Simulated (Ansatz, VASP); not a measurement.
**One calculation of BaTiO3, two programs**

```xyz
5
Lattice="4.0195 0.0000 0.0000 0.0000 4.0195 0.0000 0.0000 0.0000 4.0195" Properties=species:S:1:pos:R:3 pbc="T T T"
Ba    0.0000    0.0000    0.0000
Ti    2.0097    2.0097    2.0097
O     2.0097    2.0097    0.0000
O     0.0000    2.0097    2.0097
O     2.0097    0.0000    2.0097
```

Alike in both runs: functional PBE; k mesh 8 × 8 × 8; occupations gaussian, width 0.02 eV; no spin polarisation.

Ansatz relaxed the structure, and its values are those at the end. VASP's run is a single point on that final structure, the one shown.

|  | VASP | Ansatz |
| --- | --- | --- |
| version | VASP 6.6.1 | Ansatz 0.2.0 |
| potentials or method | VASP PAW PBE potentials, release 64 (Ba_sv, Ti_sv, O), cutoff 600 eV | scalar-relativistic, plane waves, PAW |
| valence electrons in the cell | 40 | 40 |

VASP gave:

```
gap on the k mesh at the Fermi level (eV) : 1.72
least direct gap on the mesh (eV)         : 1.88
pressure (GPa)                            : 1.5
```

**Question.** Which values does Ansatz return?

**Answer.** gap on the k mesh at the Fermi level (eV): 1.79; least direct gap on the mesh (eV): 1.90; pressure (GPa): 0.0.

Neither program's run includes spin-orbit coupling.
